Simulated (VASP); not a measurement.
Input of a VASP 6.6.1 run:

INCAR

```
SYSTEM = KCl
ALGO     = Normal         ! electronic algorithm
EDIFF    = 1E-6           ! SCF threshold, eV
EDIFFG   = -0.002         ! ionic threshold
ENCUT    = 600            ! plane-wave cutoff, eV
GGA      = PS             ! functional
IBRION   = 2              ! ionic algorithm
ISIF     = 3              ! what is computed and relaxed
ISMEAR   = 0              ! smearing method
LASPH    = .TRUE.         ! aspherical terms in the spheres
LCHARG   = .FALSE.        ! write CHGCAR
LREAL    = .FALSE.        ! projectors in reciprocal space
LWAVE    = .FALSE.        ! write WAVECAR
NELM     = 100            ! most SCF steps
NSW      = 100            ! ionic steps
PREC     = Accurate       ! precision mode
PSTRESS  = 10.0         
SIGMA    = 0.01           ! smearing width, eV
```

KPOINTS

```
k-points
0
G
  8 8 8
  0 0 0
```

Contents of POSCAR:

```
KCl
1.0
    0.0000000000      3.1212780665      3.1212780665
    3.1212780665      0.0000000000      3.1212780665
    3.1212780665      3.1212780665      0.0000000000
K Cl
1 1
Direct
    0.0000000000      0.0000000000      0.0000000000
    0.5000000000      0.5000000000      0.5000000000
```

Potentials or basis: VASP PAW PBE potentials, release 64 (K_sv, Cl).

Command:

```console
$ cat potpaw_PBE.64/K_sv/POTCAR potpaw_PBE.64/Cl/POTCAR > POTCAR
$ mpirun -np 1 vasp_std > vasp.out
```

Task: What does it give for the relaxed cell?

Result: a = 4.351 Å, b = 4.351 Å, c = 4.351 Å, α = 60.00°, β = 60.00°, γ = 60.00°.

Task: What does it give for the band gap on the k mesh?

Result: 5.24 eV.

Task: Estimate the space group after relaxing (to 0.1 Å).

Result: Fm-3m (No. 225).

Task: What does it give for the relaxed volume?

Result: 29.13 Å³/atom.

Step by step:
```csv
step,energy change (eV),largest force (eV/Å),pressure (GPa),volume (Å³)
1,0.0000,0.0000,0.09,60.82
2,0.0031,0.0000,0.59,59.31
3,0.0079,0.0000,0.97,58.33
4,0.0084,0.0000,1.00,58.25
```

Caveat: the cell is relaxed towards a set pressure, so the run minimises the enthalpy, not the energy; the PAW data sets were made with another functional, which shifts forces and pressure a little. A k mesh can miss the band edges.
